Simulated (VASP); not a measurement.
Rb, 1 atom in the cell. Symmetry: Fm-3m, No. 225, cubic system. Conventional cell: a = 7.032 Å, b = 7.032 Å, c = 7.032 Å, α = 90.00°, β = 90.00°, γ = 90.00°. 

- Program: VASP 6.6.1
- Task: relaxation of cell and atoms
- Functional: PBEsol
- Potentials or basis: VASP PAW PBE potentials, release 64 (Rb_sv)
- Cutoff: 600 eV
- k mesh: 10 × 10 × 10
- Occupations: gaussian, width 0.1 eV
- Spin: no spin polarisation
- Dipole correction: no
- Further INCAR settings: ALGO = Fast; EDIFF = 1e-06; IBRION = 2; EDIFFG = -0.005; NSW = 100; ISIF = 3

Potentials or basis: VASP PAW PBE potentials, release 64 (Rb_sv).

The run is started by

```console
$ cat potpaw_PBE.64/Rb_sv/POTCAR > POTCAR
$ mpirun -np 1 vasp_std > vasp.out
```

Hardware: 1 thread of Intel(R) Xeon(R) 6975P-C (Granite Rapids), with other jobs on the host.

Task: Estimate the wall time of this run.

Result: It took 22 s on 1 thread of Intel(R) Xeon(R) 6975P-C (Granite Rapids) (shared host), peak memory 0.25 GiB. Counts: scf iterations 16, k points 47, ion steps 2.
